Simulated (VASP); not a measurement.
A run of VASP 6.6.1:

INCAR

```
SYSTEM = GaN
PREC     = Accurate       ! precision mode
ENCUT    = 600            ! plane-wave cutoff, eV
EDIFF    = 1E-6           ! SCF threshold, eV
ISMEAR   = -1             ! smearing method
SIGMA    = 0.05           ! smearing width, eV
LREAL    = .False.        ! projectors in reciprocal space
LASPH    = .True.         ! aspherical terms in the spheres
NELM     = 80             ! most SCF steps
ALGO     = Normal         ! electronic algorithm
ISIF     = 3              ! what is computed and relaxed
LWAVE    = .False.        ! write WAVECAR
LCHARG   = .False.        ! write CHGCAR
IBRION   = 2              ! ionic algorithm
NSW      = 80             ! ionic steps
EDIFFG   = -0.01          ! ionic threshold
```

Contents of KPOINTS:

```
Automatic mesh
0
Gamma
  10 10 10
  0 0 0
```

POSCAR

```
GaN
1.0
    0.0000000000      2.2535006075      2.2535006075
    2.2535006075      0.0000000000      2.2535006075
    2.2535006075      2.2535006075      0.0000000000
Ga N
1 1
Direct
    0.0000000000      0.0000000000      0.0000000000
    0.2500000000      0.2500000000      0.2500000000
```

Potentials or basis: VASP PAW LDA potentials, release 64 (Ga_d, N).

Run with:

```sh
$ cat potpaw_LDA.64/Ga_d/POTCAR potpaw_LDA.64/N/POTCAR > POTCAR
$ mpirun -np 1 vasp_std > vasp.out
```

Hardware: 1 thread of Intel(R) Xeon(R) Platinum 8559C (Emerald Rapids), on a shared host.

Q: Estimate the wall time of this run.

A: It took 25 s on 1 thread of Intel(R) Xeon(R) Platinum 8559C (Emerald Rapids), with other jobs on the host, peak memory 0.16 GiB. Counts: scf iterations 28, k points 47, ion steps 3.
